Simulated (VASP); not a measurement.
A run of VASP 6.6.1:

INCAR

```
PREC = Accurate
ENCUT = 520
EDIFF = 1E-7
ISMEAR = -1
SIGMA = 0.05
LREAL = F
LASPH = T
NELM = 100
ALGO = Normal
ISIF = 2
LWAVE = F
LCHARG = F
GGA = PE
NBANDS = 17
```

Contents of KPOINTS:

```
Automatic mesh
0
Gamma
  9 9 9
```

POSCAR

```
SnSe
1.0
    0.0000000000      3.0104337128      3.0104337128
    3.0104337128      0.0000000000      3.0104337128
    3.0104337128      3.0104337128      0.0000000000
Sn Se
1 1
Direct
   -0.0900000000     -0.0900000000      0.0900000000
    0.5900000000      0.5900000000      0.4100000000
```

Potentials or basis: VASP PAW PBE potentials, release 64 (Sn_d, Se).

The run is started by

```console
$ cat potpaw_PBE.64/Sn_d/POTCAR potpaw_PBE.64/Se/POTCAR > POTCAR
$ mpirun -np 1 vasp_std > vasp.out
```

Hardware: 1 thread of Intel(R) Xeon(R) Platinum 8488C (Sapphire Rapids), with other jobs on the host.

Q: How long does it take, and how much memory?

A: Run time: 46 s on 1 thread of Intel(R) Xeon(R) Platinum 8488C (Sapphire Rapids), with other jobs on the host, peak memory 0.21 GiB. Counts: scf iterations 16, k points 75.
